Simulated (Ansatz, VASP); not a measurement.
**KMgF3 in VASP and in Ansatz**

Contents of INCAR:

```
SYSTEM = KMgF3
PREC     = Accurate       ! precision mode
ENCUT    = 520            ! plane-wave cutoff, eV
EDIFF    = 1E-6           ! SCF threshold, eV
ISMEAR   = 0              ! smearing method
SIGMA    = 0.05           ! smearing width, eV
LREAL    = .FALSE.        ! projectors in reciprocal space
LASPH    = .TRUE.         ! aspherical terms in the spheres
NELM     = 60             ! most SCF steps
ALGO     = Normal         ! electronic algorithm
ISIF     = 2              ! what is computed and relaxed
LWAVE    = .FALSE.        ! write WAVECAR
LCHARG   = .FALSE.        ! write CHGCAR
GGA      = PE             ! functional
NBANDS   = 24             ! bands
```

KPOINTS

```
Automatic mesh
0
G
  6 6 6
  0 0 0
```

Contents of POSCAR:

```
KMgF3
1.0
    4.1453360000      0.0000000000      0.0000000000
    0.0000000000      4.1453360000      0.0000000000
    0.0000000000      0.0000000000      3.8264640000
K Mg F
1 1 3
Direct
    0.5000000000      0.5000000000      0.5000000000
    0.0000000000      0.0000000000      0.0000000000
    0.5000000000      0.0000000000      0.0000000000
    0.0000000000      0.5000000000      0.0000000000
    0.0000000000      0.0000000000      0.5000000000
```

Input for Ansatz:

```yaml
crystal:
  lattice:
    - [4.145336, 0.0, 0.0]
    - [0.0, 4.145336, 0.0]
    - [0.0, 0.0, 3.826464]
  atoms:
    - { symbol: K, position: [0.5, 0.5, 0.5] }
    - { symbol: Mg, position: [0.0, 0.0, 0.0] }
    - { symbol: F, position: [0.5, 0.0, 0.0] }
    - { symbol: F, position: [0.0, 0.5, 0.0] }
    - { symbol: F, position: [0.0, 0.0, 0.5] }
basis:
  ecutwfc: 420
kpoints:
  mp_grid: { grid: [6, 6, 6] }
hamiltonian:
  xc: pbe
scf:
  occupations: { method: gaussian, width: 0.05 }
output:
  forces: true
  stress: true
  eigenvalues: true
```

Change from the starting cell: strain +0.040 along x and y, -0.040 along z, atoms carried along.

Alike in both runs: task single point; functional PBE; k mesh 6 × 6 × 6; occupations gaussian, width 0.05 eV; no spin polarisation.

```csv
,VASP,Ansatz
version,VASP 6.6.1,Ansatz 0.2.0
potentials or method,"VASP PAW PBE potentials, release 64 (K_sv, Mg, F), cutoff 520 eV","scalar-relativistic, plane waves, PAW"
valence electrons in the cell,32,40
```

```csv
,VASP,Ansatz,Ansatz less VASP
gap on the k mesh at the Fermi level (eV),7.00,7.03,+0.030
least direct gap on the mesh (eV),7.31,7.34,+0.029
pressure (GPa),1.2,1.6,+0.44
"traceless stress, the component that is largest in VASP (GPa)",5.39,5.37,-0.020
```

The functional is the same, so the differences come from potentials, cutoffs and numerics. VASP's potentials hold 32 valence electrons a cell and Ansatz's 40, so a difference there can come from the potentials and not from the codes.
